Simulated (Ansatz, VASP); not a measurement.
**ZnCu2SnSe4 in VASP and in Ansatz**

```
Zn Cu Sn Se
1.0
    -2.84973    2.84973    5.69168
     2.84973   -2.84973    5.69168
     2.84973    2.84973   -5.69168
Zn Cu Sn Se
1 2 1 4
Direct
  0.75000 0.25000 0.50000
  0.25000 0.75000 0.50000
  0.00000 0.00000 0.00000
  0.50000 0.50000 0.00000
  0.62915 0.63681 0.52583
  0.11098 0.10333 0.47417
  0.89667 0.37085 0.00765
  0.36319 0.88902 0.99235
```

Alike in both runs: task single point; functional LDA; k mesh 6 × 6 × 6; occupations fermi-dirac, width 0.02 eV; no spin polarisation.

|  | VASP | Ansatz |
| --- | --- | --- |
| version | VASP 6.6.1 | Ansatz 0.2.0 |
| potentials or method | VASP PAW LDA potentials, release 64 (Zn, Cu, Sn_d, Se) | plane waves, PAW |
| plane-wave cutoff (eV) | 520 | 420 |
| valence electrons in the cell | 72 | 128 |

Ansatz gave:

* pressure (GPa): -3.3
* rms of the force components (eV/Å): 0.092

Problem. Which values does VASP return?

Solution. Pressure (GPa): -3.1; rms of the force components (eV/Å): 0.085.

LDA's correlation is that of Perdew and Zunger in VASP and of Perdew and Wang (1992) in Ansatz. Atom by atom the forces differ by 0.008 eV/Å (rms over components). VASP's potentials hold 72 valence electrons a cell and Ansatz's 128, so a difference there can come from the potentials and not from the codes.
